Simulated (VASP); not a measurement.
Write the native input for VASP 6.6.1 that does the following.

| Property | Result |
| --- | --- |
| Task | single point |
| Functional | PBEsol |
| Potentials or basis | VASP PAW PBE potentials, release 64 (Cr_pv) |
| Cutoff | 520 eV |
| k mesh | 18 × 18 × 10 |
| Occupations | gaussian, width 0.1 eV |
| Spin | no spin polarisation |
| Dipole correction | no |
| Further INCAR settings | ALGO = Fast; EDIFF = 1e-06; NBANDS = 19 |

The structure of Cr lies in POSCAR:

```
Cr
1.0
    2.3854366355      0.0000000000      0.0000000000
   -1.1927183178      2.0658487255      0.0000000000
    0.0000000000      0.0000000000      4.2409031552
Cr
2
Direct
    0.3333333333      0.6666666667      0.2500000000
    0.6666666667      0.3333333333      0.7500000000
```

This isn't the form of Cr at room conditions, which is bcc.

These files were run (other wordings do the same):

INCAR

```
PREC = Accurate ; ENCUT = 520
EDIFF = 1E-6 ; ISMEAR = 0
SIGMA = 0.1 ; LREAL = F
LASPH = T ; NELM = 60
ALGO = Fast ; ISIF = 2
LWAVE = F ; LCHARG = F
GGA = PS ; NBANDS = 19
```

KPOINTS

```
regular mesh
0
Gamma
  18 18 10
```

Potentials or basis: VASP PAW PBE potentials, release 64 (Cr_pv).

Launch:

```bash
$ cat potpaw_PBE.64/Cr_pv/POTCAR > POTCAR
$ mpirun -np 1 vasp_std > vasp.out
```

It gave:

```json
{"Pressure": "29.1 GPa", "Band gap on the k mesh": "zero (bands 12 and 13 overlap by 1.52 eV)"}
```

Caveat: the cell stands under pressure; the PAW data sets were made with another functional, which shifts forces and pressure a little; the run has no spin polarisation, though such a crystal can be magnetic.

Run time: 2.6 min on 1 thread of Intel Xeon 8259CL, with other jobs on the host, peak memory 0.19 GiB.
